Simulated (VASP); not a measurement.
# ZnO (base) (P6_3mc) in VASP: a series of runs

ZnO (base) is run at these levels: PBEsol; tasks: single point, relaxation of cell and atoms.

Program: VASP 6.6.1. These are calculated values, not measurements. Logs are shortened: lines on timing, memory, paths and dates and some standing lists are left out, and cuts for length are marked.

**1. The cell of the first run**

Symmetry: P6_3mc, No. 186, hexagonal system. The conventional cell has a = 3.237 Å, b = 3.237 Å, c = 5.222 Å, α = 90.00°, β = 90.00°, γ = 120.00°. Zn (site symmetry 3m) has 4 O at 1.97 to 1.98 Å within 2.6 Å. Within 2.6 Å of O (site symmetry 3m) lie 4 Zn at 1.97 to 1.98 Å.

**2. Single point, PBEsol**

INCAR reads:

```
ALGO = Normal
EDIFF = 1E-6
ENCUT = 600
GGA = PS
GGA_COMPAT = False
ISIF = 2
ISMEAR = 0
LASPH = True
LCHARG = False
LREAL = False
LWAVE = False
NBANDS = 26
NELM = 120
PREC = Accurate
SIGMA = 0.1
```

KPOINTS reads:

```
k-points
0
Gamma
  6 6 4
```

POSCAR reads:

```
ZnO
1.0
    3.2373510200      0.0000000000      0.0000000000
   -1.6186755100      2.8036282300      0.0000000000
    0.0000000000      0.0000000000      5.2220613000
Zn O
2 2
Direct
    0.6666666700      0.3333333300      0.5005917000
    0.3333333300      0.6666666700      0.0005917000
    0.6666666700      0.3333333300      0.8797183000
    0.3333333300      0.6666666700      0.3797183000
```

Potentials or basis: VASP PAW PBE potentials, release 64 (Zn, O).

Launch:

```sh
> cat potpaw_PBE.64/Zn/POTCAR potpaw_PBE.64/O/POTCAR > POTCAR
> mpirun -np 1 vasp_std > vasp.out
```

OUTCAR:

```text
EDIFF = 1E-6
   ENCUT = 600
   GGA = PS
   ISIF = 2
   ISMEAR = 0
   LASPH = True
   LREAL = False
   NELM = 120
   PREC = Accurate

 ion  position               nearest neighbor table
   1  0.667  0.333  0.501-   4 1.97   4 1.97   4 1.97   3 1.98
   2  0.333  0.667  0.001-   3 1.97   3 1.97   3 1.97   4 1.98
   3  0.667  0.333  0.880-   2 1.97   2 1.97   2 1.97   1 1.98
   4  0.333  0.667  0.380-   1 1.97   1 1.97   1 1.97   2 1.98

  LATTYP: Found a hexagonal cell.
 ALAT       =     3.2373510200
 C/A-ratio  =     1.6130661358

  Lattice vectors:

 A1 = (   3.2373510200,   0.0000000000,   0.0000000000)
 A2 = (  -1.6186755100,   2.8036282300,   0.0000000000)
 A3 = (   0.0000000000,   0.0000000000,   5.2220613000)

Analysis of symmetry for initial positions (statically):
=====================================================================
 Subroutine PRICEL returns:
 Original cell was already a primitive cell.

 Routine SETGRP: Setting up the symmetry group for a
 hexagonal supercell.

 Subroutine GETGRP returns: Found 12 space group operations
 (whereof  6 operations were pure point group operations)
 out of a pool of 24 trial point group operations.

The static configuration has the point symmetry C_3v.
 The point group associated with its full space group is C_6v.

Analysis of symmetry for dynamics (positions and initial velocities):
=====================================================================
 Subroutine PRICEL returns:
 Original cell was already a primitive cell.

 Routine SETGRP: Setting up the symmetry group for a
 hexagonal supercell.

 Subroutine GETGRP returns: Found 12 space group operations
 (whereof  6 operations were pure point group operations)
 out of a pool of 24 trial point group operations.

The dynamic configuration has the point symmetry C_3v.
 The point group associated with its full space group is C_6v.

 Subroutine INISYM returns: Found 12 space group operations
 (whereof  6 operations are pure point group operations),
 and found     1 'primitive' translations

----------------------------------------------------------------------------------------

                                     Primitive cell

  volume of cell :      47.3971

  direct lattice vectors                    reciprocal lattice vectors
     3.237351020  0.000000000  0.000000000     0.308894523  0.178340336  0.000000000
    -1.618675510  2.803628230  0.000000000     0.000000000  0.356680672  0.000000000
     0.000000000  0.000000000  5.222061300     0.000000000  0.000000000  0.191495263

  length of vectors
     3.237351020  3.237351025  5.222061300     0.356680672  0.356680672  0.191495263

  position of ions in fractional coordinates (direct lattice)
     0.666666670  0.333333330  0.500591700
     0.333333330  0.666666670  0.000591700
     0.666666670  0.333333330  0.879718300
     0.333333330  0.666666670  0.379718300

  ion indices of the primitive-cell ions
   primitive index   ion index
                 1           1
                 2           2
                 3           3
                 4           4

----------------------------------------------------------------------------------------

 KPOINTS: k-points

Automatic generation of k-mesh.
 Grid dimensions read from file:
 generate k-points for:    6    6    4

 Generating k-lattice:

  Cartesian coordinates                     Fractional coordinates (reciprocal lattice)
     0.051482421  0.029723389  0.000000000     0.166666667 -0.000000000  0.000000000
     0.000000000  0.059446779  0.000000000     0.000000000  0.166666667  0.000000000
     0.000000000  0.000000000  0.047873816     0.000000000  0.000000000  0.250000000

  Length of vectors
     0.059446779  0.059446779  0.047873816

  Shift w.r.t. Gamma in fractional coordinates (k-lattice)
     0.000000000  0.000000000  0.000000000

 Subroutine IBZKPT returns following result:
 ===========================================

 Found     21 irreducible k-points:

 Following reciprocal coordinates:
            Coordinates               Weight
  0.000000  0.000000  0.000000      1.000000
  0.166667  0.000000  0.000000      6.000000
  0.333333  0.000000  0.000000      6.000000
  0.500000  0.000000  0.000000      3.000000
  0.166667  0.166667  0.000000      6.000000
  0.333333  0.166667  0.000000     12.000000
[... 13 lines left out ...]
  0.333333  0.166667  0.500000     12.000000
  0.333333  0.333333  0.500000      2.000000
   k-points           NKPTS =     21   k-points in BZ     NKDIM =     21   number of bands    NBANDS=     26
   number of dos      NEDOS =    301   number of ions     NIONS =      4
   total plane-waves  NPLWV =  32928
   dimension x,y,z NGX =    28 NGY =   28 NGZ =   42
   dimension x,y,z NGXF=    56 NGYF=   56 NGZF=   84
   ions per type =               2   2
   NGX,Y,Z   is equivalent  to a cutoff of  14.38, 14.38, 13.37 a.u.
   NGXF,Y,Z  is equivalent  to a cutoff of  28.76, 28.76, 26.74 a.u.
 SYSTEM =  unknown system
   PREC   = accura    normal or accurate (medium, high low for compatibility)
   ISTART =      0    job   : 0-new  1-cont  2-samecut
   ICHARG =      2    charge: 1-file 2-atom 10-const
   ISPIN  =      1    spin polarized calculation?
   LNONCOLLINEAR =      F non collinear calculations
   LSORBIT =      F    spin-orbit coupling
   LASPH  =      T    aspherical Exc in radial PAW
   ENCUT  =  600.0 eV  44.10 Ry    6.64 a.u.   6.47  6.47 10.43*2*pi/ulx,y,z
   NELM   =    120;   NELMIN=  2; NELMDL= -5     # of ELM steps
   EDIFF  = 0.1E-05   stopping-criterion for ELM
   LREAL  =      F    real-space projection
   EDIFFG = 0.1E-04   stopping-criterion for IOM
   NSW    =      0    number of steps for IOM
   IBRION =     -1    ionic relax: 0-MD 1-quasi-New 2-CG
   NFREE  =      0    steps in history (QN), initial steepest desc. (CG)
   ISIF   =      2    stress and relaxation
   ISYM   =      2    0-nonsym 1-usesym 2-fastsym
   POTIM  = 0.5000    time-step for ionic-motion
   TEBEG  =    0.0;   TEEND  =   0.0 temperature during run
   PSTRESS=    0.0 pullay stress
   NELECT =      36.0000    total number of electrons
   NUPDOWN=      -1.0000    fix difference up-down
   EMIN   =  10.00;   EMAX   =-10.00  energy-range for DOS
   EFERMI =   0.00;   METHOD = LEGACY
   ISMEAR =     0;   SIGMA  =   0.10  broadening in eV -4-tet -1-fermi 0-gaus
   EFERMI_NEDOS =   21; number of points for ismear=-14 and -15
   IALGO  =     38    algorithm
   IMIX   =      4    mixing-type and parameters
     AMIX     =   0.40;   BMIX     =  1.00
     AMIX_MAG =   1.60;   BMIX_MAG =  1.00
  volume/ion in A,a.u.               =      11.85        79.96
  Fermi-wavevector in a.u.,A,eV,Ry     =   1.493682  2.822650 30.355784  2.231087
  Thomas-Fermi vector in A             =   2.606052
   LORBIT       =      0    0 simple, 1 ext, 2 COOP (PROOUT), +10 PAW based schemes
   GGA     = PS    functional components
   LHFCALC =     F    Hartree Fock is set to
   AEXX    =    0.0000 exact exchange contribution
   IVDW    =     0    specifies the selected vdW correction
   LEPSILON=     F    determine dielectric tensor
   LRPA    =     F    only Hartree local field effects (RPA)
 non-spin polarized calculation
 Gauss-broadening in eV      SIGMA  =   0.10
  energy-cutoff  :      600.00
  volume of cell :       47.40
 maximum number of plane-waves:      1599
 NGX is ok and might be reduce to    28
   NGX = 13   NGY = 13   NGZ = 21

 number of electron      36.0000008 magnetization

 Free energy of the ion-electron system (eV)
  ---------------------------------------------------
  ext. energy  EPLUGINS =         0.00000000
  ---------------------------------------------------
  free energy    TOTEN  =       -19.41277103 eV

  energy without entropy =      -19.41277102  energy(sigma->0) =      -19.41277103

 E-fermi :   1.4388     XC(G=0): -11.2080

 val. band max:        1.0934755561   @ k =   0.0000   0.0000   0.0000
 cond. band min:       1.7743584829   @ k =   0.0000   0.0000   0.0000
 fundamental gap:      0.6808829268
 Fermi energy:         1.4388160991

 k-point     1 :       0.0000    0.0000    0.0000
  band No.  band energies     occupation
      1     -16.9869      2.00000
      2     -16.2397      2.00000
      3      -4.6668      2.00000
      4      -4.6458      2.00000
      5      -4.6458      2.00000
      6      -4.6009      2.00000
[... 18 lines left out ...]
     25      15.1661      0.00000
     26      15.1661      0.00000

 k-point     2 :       0.1667    0.0000    0.0000
  band No.  band energies     occupation
      1     -16.8351      2.00000
      2     -16.1742      2.00000
      3      -4.8130      2.00000
      4      -4.5634      2.00000
      5      -4.5430      2.00000
      6      -4.4882      2.00000
[... 18 lines left out ...]
     25      15.0353      0.00000
     26      15.3580      0.00000

 k-point     3 :       0.3333    0.0000    0.0000
  band No.  band energies     occupation
      1     -16.4930      2.00000
      2     -16.0645      2.00000
      3      -4.9870      2.00000
      4      -4.6195      2.00000
      5      -4.4306      2.00000
      6      -4.2419      2.00000
[... 18 lines left out ...]
     25      14.4037      0.00000
     26      15.1023      0.00000

 k-point     4 :       0.5000    0.0000    0.0000
  band No.  band energies     occupation
      1     -16.2754      2.00000
      2     -16.0468      2.00000
      3      -4.9038      2.00000
      4      -4.7373      2.00000
      5      -4.3876      2.00000
      6      -4.0240      2.00000
[... 18 lines left out ...]
     25      14.1782      0.00000
     26      15.2580      0.00000

 k-point     5 :       0.1667    0.1667    0.0000
  band No.  band energies     occupation
      1     -16.5866      2.00000
      2     -16.0871      2.00000
      3      -4.8703      2.00000
      4      -4.6524      2.00000
      5      -4.4241      2.00000
      6      -4.3782      2.00000
[... 18 lines left out ...]
     25      13.5410      0.00000
     26      16.2252      0.00000

 k-point     6 :       0.3333    0.1667    0.0000
  band No.  band energies     occupation
      1     -16.2840      2.00000
      2     -16.0422      2.00000
      3      -4.8016      2.00000
      4      -4.5599      2.00000
      5      -4.3887      2.00000
      6      -4.1693      2.00000
[... 340 lines left out ...]
 k-point    18 :       0.5000    0.0000    0.5000
  band No.  band energies     occupation
      1     -16.1517      2.00000
      2     -16.1517      2.00000
      3      -5.1068      2.00000
      4      -5.1068      2.00000
      5      -4.1547      2.00000
      6      -4.1547      2.00000
[... 18 lines left out ...]
     25      14.6954      0.00000
     26      14.6954      0.00000

 k-point    19 :       0.1667    0.1667    0.5000
  band No.  band energies     occupation
      1     -16.3353      2.00000
      2     -16.3353      2.00000
      3      -5.0196      2.00000
      4      -5.0196      2.00000
      5      -4.4273      2.00000
      6      -4.4273      2.00000
[... 18 lines left out ...]
     25      14.4376      0.00000
     26      14.4376      0.00000

 k-point    20 :       0.3333    0.1667    0.5000
  band No.  band energies     occupation
      1     -16.1541      2.00000
      2     -16.1541      2.00000
      3      -4.9617      2.00000
      4      -4.9617      2.00000
      5      -4.3038      2.00000
      6      -4.3038      2.00000
[... 18 lines left out ...]
     25      15.1800      0.00000
     26      15.1800      0.00000

 k-point    21 :       0.3333    0.3333    0.5000
  band No.  band energies     occupation
      1     -16.0945      2.00000
      2     -16.0945      2.00000
      3      -4.7017      2.00000
      4      -4.7017      2.00000
      5      -4.4576      2.00000
      6      -4.4576      2.00000
[... 18 lines left out ...]
     25      16.6022      0.00000
     26      16.6022      0.00000

------------------------ aborting loop because EDIFF is reached ----------------------------------------

  FORCE on cell =-STRESS in cart. coord.  units (eV):
  Direction    XX          YY          ZZ          XY          YZ          ZX
  --------------------------------------------------------------------------------------
  -------------------------------------------------------------------------------------
  Total       -0.0951628     -0.0951628     -0.0739903      0.0000000     -0.0000000      0.0000000
  in kB       -3.2168129     -3.2168129     -2.5011134      0.0000000     -0.0000000      0.0000000
  external PRESSURE =      -2.9782464 kB  Pullay stress =       0.0000000 kB

 VOLUME and BASIS-vectors are now :
 -----------------------------------------------------------------------------
  energy-cutoff  :      600.00
  volume of cell :       47.40
      direct lattice vectors                 reciprocal lattice vectors
     3.237351020  0.000000000  0.000000000     0.308894523  0.178340336  0.000000000
    -1.618675510  2.803628230  0.000000000     0.000000000  0.356680672  0.000000000
     0.000000000  0.000000000  5.222061300     0.000000000  0.000000000  0.191495263

 POSITION                                       TOTAL-FORCE (eV/Angst)
 -----------------------------------------------------------------------------------
      1.61868      0.93454      2.61412        -0.000000     -0.000000     -0.000063
     -0.00000      1.86909      0.00309        -0.000000     -0.000000     -0.000063
      1.61868      0.93454      4.59394         0.000000      0.000000      0.000063
     -0.00000      1.86909      1.98291         0.000000     -0.000000      0.000063
 -----------------------------------------------------------------------------------
    total drift:                               -0.000016      0.000009     -0.001196

  FREE ENERGIE OF THE ION-ELECTRON SYSTEM (eV)
  ---------------------------------------------------
  free  energy   TOTEN  =       -19.4127710330 eV

  energy  without entropy=      -19.4127710228  energy(sigma->0) =      -19.41277103
```

Wall time 52 s (1 thread of AMD EPYC 7R13, shared host); peak memory 0.15 GiB.

What came out:

- Free energy: -19.4128 eV
- Pressure: -0.3 GPa
- Band gap on the k mesh: 0.68 eV, direct

Caveat: the PAW data sets were made with another functional, which shifts forces and pressure a little.

**3. Single point, PBEsol**

This run uses another cell than the first one, of 11.78 Å³/atom, 0.994 times its volume.

INCAR reads:

```
ALGO = Normal
EDIFF = 1E-6
ENCUT = 600
GGA = PS
GGA_COMPAT = F
ISIF = 2
ISMEAR = 0
LASPH = T
LCHARG = F
LREAL = F
LWAVE = F
NBANDS = 26
NELM = 120
PREC = Accurate
SIGMA = 0.02
```

KPOINTS reads:

```
k-points
0
Gamma
  9 9 6
```

POSCAR reads:

```
ZnO
1.0
    3.2301164727      0.0000000000      0.0000000000
   -1.6150582363      2.7973629225      0.0000000000
    0.0000000000      0.0000000000      5.2138628388
Zn O
2 2
Direct
    0.6666666667      0.3333333333      0.5006541907
    0.3333333333      0.6666666667      0.0006541907
    0.6666666667      0.3333333333      0.8796558093
    0.3333333333      0.6666666667      0.3796558093
```

Potentials or basis: VASP PAW PBE potentials, release 64 (Zn, O).

Launch:

```sh
> cat potpaw_PBE.64/Zn/POTCAR potpaw_PBE.64/O/POTCAR > POTCAR
> mpirun -np 1 vasp_std > vasp.out
```

Wall time 98 s (1 thread of AMD EPYC 7R13, shared host); peak memory 0.18 GiB.

Results (log left out):

| Item | Value |
| --- | --- |
| Free energy | -19.4141 eV |
| Pressure | 0.5 GPa |
| Band gap on the k mesh | 0.69 eV, direct |

Forces on the atoms (eV/Å):
```
Zn   0.000  0.000  0.002
Zn   0.000  0.000  0.002
O    0.000  0.000 -0.002
O    0.000  0.000 -0.002
```

Levels at points of the mesh, in eV from the valence-band top:
```tsv
k point	band 15	band 16	band 17	band 18	band 19	band 20	band 21	band 22
(0.00, 0.00, 0.00)	-0.81	-0.09	0.00	0.00	0.69	5.15	8.10	12.83
(0.00, 0.00, 0.50)	-0.40	-0.40	-0.40	-0.40	3.38	3.38	9.96	9.96
```

Caveat: the PAW data sets were made with another functional, which shifts forces and pressure a little.

**4. Single point, PBEsol**

This run uses another cell than the first one, of 11.78 Å³/atom, 0.994 times its volume.

INCAR reads:

```
SYSTEM = ZnO
  PREC = Accurate
  ENCUT = 600
  EDIFF = 1E-6
  ISMEAR = 0
  SIGMA = 0.02
  LREAL = .False.
  LASPH = .True.
  NELM = 120
  ALGO = Normal
  ISIF = 2
  LWAVE = .False.
  LCHARG = .True.
  GGA = PS
  LELF = .True.
  LVHAR = .True.
  NBANDS = 26
  GGA_COMPAT = .False.
```

KPOINTS reads:

```
Automatic mesh
0
Gamma
  9 9 6
  0 0 0
```

POSCAR is that of step 3.

Launch:

```sh
> cat potpaw_PBE.64/Zn/POTCAR potpaw_PBE.64/O/POTCAR > POTCAR
> mpirun -np 1 vasp_std > vasp.out
```

Wall time 1.9 min (1 thread of AMD EPYC 7R13, shared host); peak memory 0.18 GiB.

The run converged. Its results:

| Item | Value |
| --- | --- |
| Free energy | -19.4141 eV |
| Pressure | 0.5 GPa |
| Band gap on the k mesh | 0.69 eV, direct |

Forces on the atoms (eV/Å):
```
Zn   0.000  0.000  0.002
Zn   0.000  0.000  0.002
O    0.000  0.000 -0.002
O    0.000  0.000 -0.002
```

Levels at points of the mesh, in eV from the valence-band top:
| k point | band 16 | band 17 | band 18 | band 19 | band 20 | band 21 |
| --- | --- | --- | --- | --- | --- | --- |
| (0.00, 0.00, 0.00) | -0.09 | 0.00 | 0.00 | 0.69 | 5.15 | 8.10 |
| (0.00, 0.00, 0.50) | -0.40 | -0.40 | -0.40 | 3.38 | 3.38 | 9.96 |

Caveat: the PAW data sets were made with another functional, which shifts forces and pressure a little.

[end of part 1 of 2]
